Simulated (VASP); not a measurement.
VPt:

```xyz
2
Lattice="2.6941 0.0000 0.0000 0.0000 2.6941 0.0000 0.0000 0.0000 3.8800" Properties=species:S:1:pos:R:3 pbc="T T T"
V     1.3470    1.3470    1.9400
Pt    0.0000    0.0000    0.0000
```

Base run:

* Program: VASP 6.6.1
* Functional: LDA
* Potentials or basis: VASP PAW LDA potentials, release 64 (V_sv, Pt)
* Cutoff: 520 eV
* k mesh: 12 × 12 × 9
* Occupations: fermi-dirac, width 0.1 eV
* Spin: collinear spin, ferromagnetic start
* Starting moments: [1.2, 0.0] μB
* Fixed moment: 1.2 μB

Its results: pressure -6.5 GPa; site moments V +0.97; Pt +0.12 μB.

The run is repeated on the same cell with these changes: fixed moment from 1.2 μB to 0.4 μB; moments at the start from [1.2, 0.0] to [0.4, 0.0]. What comes out?

Pressure -9.9 GPa; site moments V +0.32; Pt +0.04 μB.

Caveats: the total moment is fixed, so each spin has its own Fermi level.
